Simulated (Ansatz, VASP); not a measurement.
Given: the input of a run of VASP 6.6.1 on Hf.

Contents of POSCAR:

```
Hf
1.0
    2.8543277994      0.0000000000      0.0000000000
    0.0000000000      2.8543277994      0.0000000000
    0.0000000000      0.0000000000      2.8543277994
Hf
1
Direct
    0.5000000000      0.5000000000      0.5000000000
```

INCAR.step1

```
SYSTEM = Hf
PREC     = Accurate       ! precision mode
ENCUT    = 520            ! plane-wave cutoff, eV
EDIFF    = 1E-5           ! SCF threshold, eV
ISMEAR   = -1             ! smearing method
SIGMA    = 0.05           ! smearing width, eV
LREAL    = .False.        ! projectors in reciprocal space
LASPH    = .True.         ! aspherical terms in the spheres
NELM     = 100            ! most SCF steps
ALGO     = Normal         ! electronic algorithm
ISIF     = 2              ! what is computed and relaxed
LWAVE    = .True.         ! write WAVECAR
NBANDS   = 11             ! bands
GGA      = PE             ! functional
```

The input INCAR.step2:

```
SYSTEM = Hf
PREC     = Accurate       ! precision mode
ENCUT    = 520            ! plane-wave cutoff, eV
EDIFF    = 1E-7           ! SCF threshold, eV
ISMEAR   = -1             ! smearing method
SIGMA    = 0.05           ! smearing width, eV
LREAL    = .False.        ! projectors in reciprocal space
LASPH    = .True.         ! aspherical terms in the spheres
NELM     = 100            ! most SCF steps
ALGO     = Normal         ! electronic algorithm
ISIF     = 2              ! what is computed and relaxed
LWAVE    = .False.        ! write WAVECAR
LCHARG   = .True.         ! write CHGCAR
METAGGA  = R2SCAN         ! meta-GGA
LHFCALC  = .True.         ! exact exchange
AEXX     = 0.1            ! exact-exchange fraction
LMIXTAU  = .True.       
PRECFOCK = Normal       
LELF     = .True.         ! ELF
LVHAR    = .True.       
NBANDS   = 11             ! bands
ISTART   = 1
```

Contents of KPOINTS:

```
regular mesh
0
Gamma
  5 5 5
  0 0 0
```

Potentials or basis: VASP PAW PBE potentials, release 64 (Hf_pv).

Run with:

```console
$ cat potpaw_PBE.64/Hf_pv/POTCAR > POTCAR
$ cp INCAR.step1 INCAR
$ mpirun -np 1 vasp_std > vasp.out
$ cp INCAR.step2 INCAR
$ mpirun -np 1 vasp_std > vasp.out
```

**Question.** Set up the same calculation for Ansatz 0.2.0. Potentials there: Ansatz PAW.

**Answer.** As run (the cutoff follows the program's own potentials):

File input.yaml:

```yaml
crystal:
  lattice:
    - [2.8543277994, 0.0, 0.0]
    - [0.0, 2.8543277994, 0.0]
    - [0.0, 0.0, 2.8543277994]
  atoms:
    - { symbol: Hf, position: [0.5, 0.5, 0.5] }
hamiltonian:
  xc: r2scanh
  pseudopotentials: { kind: paw }
kpoints:
  mp_grid: { grid: [5, 5, 5] }
scf:
  occupations: { method: fermi_dirac, width: 0.05 }
output:
  forces: true
  stress: true
  eigenvalues: true
```

Potentials or basis: Ansatz PAW.

Launch:

```bash
$ ansatz run input.yaml --threads 2 --pin off --max-ram 5632MiB --backend cpu --events-out ev --progress --plain --runs-dir out
```

Both were run:

|  | VASP | Ansatz | Ansatz less VASP |
| --- | --- | --- | --- |
| gap on the k mesh at the Fermi level (eV) | none | none | - |
| pressure (GPa) | 5.2 | 6.2 | +1.06 |

VASP's potentials were made for PBE, not for r2SCANh. A gap of «none» marks a metal or a gap that the smearing closes. With one functional, cell and mesh, what is left measures potentials, basis and numerics. VASP's potentials hold 10 valence electrons a cell and Ansatz's 26, so a difference there can come from the potentials and not from the codes.

The k mesh is coarse, so the values compare programs but aren't converged. Spin-orbit coupling is off throughout.
